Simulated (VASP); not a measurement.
A run of VASP 6.6.1:

File INCAR:

```
SYSTEM = NiO
  ALGO = Normal
  EDIFF = 1E-6
  ENCUT = 520
  GGA = PE
  ISIF = 2
  ISMEAR = -1
  ISPIN = 2
  IVDW = 12
  LASPH = .True.
  LCHARG = .True.
  LELF = .True.
  LMAXMIX = 4
  LORBIT = 11
  LREAL = .False.
  LVHAR = .True.
  LWAVE = .False.
  MAGMOM = 1 0
  NBANDS = 19
  NELM = 150
  PREC = Accurate
  SIGMA = 0.05
```

Contents of KPOINTS:

```
k-points
0
Gamma
  11 11 11
  0 0 0
```

File POSCAR:

```
NiO
1.0
    0.0000000000      2.0577103256      2.0577103256
    2.0577103256      0.0000000000      2.0577103256
    2.0577103256      2.0577103256      0.0000000000
Ni O
1 1
Direct
    0.0000000000      0.0000000000      0.0000000000
    0.5000000000      0.5000000000      0.5000000000
```

Potentials or basis: VASP PAW PBE potentials, release 64 (Ni, O).

The run is started by

```sh
$ cat potpaw_PBE.64/Ni/POTCAR potpaw_PBE.64/O/POTCAR > POTCAR
$ mpirun -np 1 vasp_std > vasp.out
```

Hardware: 1 thread of Intel(R) Xeon(R) 6975P-C (Granite Rapids) (shared host).

Problem. How long does it take, and how much memory?

Solution. It took 18 s on 1 thread of Intel(R) Xeon(R) 6975P-C (Granite Rapids), on a shared host, peak memory 0.17 GiB. Counts: scf iterations 16, k points 56.
